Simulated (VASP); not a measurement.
The system is SnSe2.

```
Sn Se
1.0
     3.81100    0.00000    0.00000
    -1.90550    3.30042    0.00000
     0.00000    0.00000    6.13600
Sn Se
1 2
Direct
  0.00000 0.00000 0.00000
  0.33333 0.66667 0.24900
  0.66667 0.33333 0.75100
```

| Property | Result |
| --- | --- |
| Program | VASP 6.6.1 |
| Task | relaxation of the atoms |
| Functional | PBE |
| Potentials or basis | VASP PAW PBE potentials, release 64 (Sn_d, Se) |
| Cutoff | 450 eV |
| k mesh | 10 × 10 × 6 |
| Occupations | gaussian, width 0.01 eV |
| Spin | no spin polarisation |

At the start: pressure 5.6 GPa; volume 25.73 Å³/atom.

Problem. Where does the relaxation end?

Solution. Over 18 steps the energy falls by 20.5 meV/atom at a fixed cell; space group P-3m1 (No. 164, to 0.1 Å) before and after.

The path:
| step | energy change (eV) | largest force (eV/Å) | pressure (GPa) |
| --- | --- | --- | --- |
| 1 | 0.0000 | 0.8058 | 5.62 |
| 2 | -0.0464 | 0.3917 | 4.09 |
| 3 | -0.0614 | 0.0054 | 2.68 |
| 4 | -0.0614 | 0.0099 | 2.73 |
| 5 | -0.0614 | 0.0098 | 2.73 |
| 6 | -0.0614 | 0.0096 | 2.73 |
| 7 | -0.0614 | 0.0096 | 2.73 |
| 8 | -0.0614 | 0.0096 | 2.73 |
| 9 | -0.0614 | 0.0096 | 2.73 |
| 10 | -0.0614 | 0.0095 | 2.73 |
| 11 | -0.0614 | 0.0095 | 2.73 |
| 12 | -0.0614 | 0.0094 | 2.73 |
| 13 | -0.0614 | 0.0093 | 2.73 |
| 14 | -0.0614 | 0.0090 | 2.73 |
| 15 | -0.0614 | 0.0085 | 2.73 |
| 16 | -0.0614 | 0.0074 | 2.73 |
| 17 | -0.0614 | 0.0051 | 2.72 |
| 18 | -0.0614 | 0.0007 | 2.70 |

Final structure:
```cif
data_structure
_symmetry_space_group_name_H-M 'P 1'
_symmetry_Int_Tables_number 1
_cell_length_a 3.8110
_cell_length_b 3.8110
_cell_length_c 6.1360
_cell_angle_alpha 90.000
_cell_angle_beta 90.000
_cell_angle_gamma 120.000
_cell_volume 77.18
loop_
_atom_site_label
_atom_site_type_symbol
_atom_site_fract_x
_atom_site_fract_y
_atom_site_fract_z
_atom_site_occupancy
Sn1 Sn 0.00000 0.00000 0.00000 1
Se1 Se 0.33333 0.66667 0.26168 1
Se2 Se 0.66667 0.33333 0.73832 1
```

Caveat: this functional lacks dispersion, which binds layers or chains, so the pressure and a relaxed spacing across them are unreliable.
